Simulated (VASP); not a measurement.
# NbAs: single point with PBEsol+U

Crystal: NbAs.

```
Nb As
1.0
    -1.72585    1.72585    5.84000
     1.72585   -1.72585    5.84000
     1.72585    1.72585   -5.84000
Nb As
2 2
Direct
  0.50000 0.00000 0.50000
  0.75000 0.75000 0.00000
  0.91600 0.41600 0.50000
  0.16600 0.16600 0.00000
```

```yaml
Program: VASP 6.6.1
Task: single point
Functional: PBEsol
Potentials_or_basis: VASP PAW PBE potentials, release 64 (Nb_sv, As)
Cutoff: 520 eV
k_mesh: 11 × 11 × 11
Occupations: fermi-dirac, width 0.05 eV
Spin: no spin polarisation
Hubbard_terms: Nb d U = 2.0 eV
Dipole_correction: no
Further_INCAR_settings: ALGO = Normal; EDIFF = 1e-06; NBANDS = 26
```

| Quantity | Value |
| --- | --- |
| Pressure | 0.3 GPa |
| Largest force | 0.295 eV/Å |
| Band gap on the k mesh | zero (bands 18 and 19 overlap by 0.02 eV) |

Forces in eV/Å, atoms in the order of the input:
```
Nb   0.000  0.000 -0.295
Nb   0.000  0.000 -0.295
As   0.000  0.000  0.295
As   0.000  0.000  0.295
```

Stress tensor (GPa, compression positive):
```
0.08 0.00 0.00
0.00 0.08 0.00
0.00 0.00 0.87
```

Levels at points of the mesh, in eV from the Fermi level:
| k point | band 15 | band 16 | band 17 | band 18 | band 19 | band 20 | band 21 | band 22 |
| --- | --- | --- | --- | --- | --- | --- | --- | --- |
| (0.00, 0.00, 0.00) | -2.08 | -1.71 | -1.45 | -1.45 | 0.76 | 1.35 | 2.39 | 2.98 |

Eigenvalues of the final occupation matrices:
```csv
site,spin,trace,eigenvalues
site 1 d,1,1.17,0.21 0.23 0.24 0.24 0.24
site 1 d,2,1.17,0.21 0.23 0.24 0.24 0.24
site 2 d,1,1.17,0.21 0.23 0.24 0.24 0.24
site 2 d,2,1.17,0.21 0.23 0.24 0.24 0.24
```

Wall time 14 min on 1 thread of Oxide Virtual Turin-like Processor, with other jobs on the host, peak memory 0.42 GiB.

Caveat: the PAW data sets were made with another functional, which shifts forces and pressure a little; U without spin polarisation on a metal has little footing; the U is typed as a test and isn't derived for this compound.
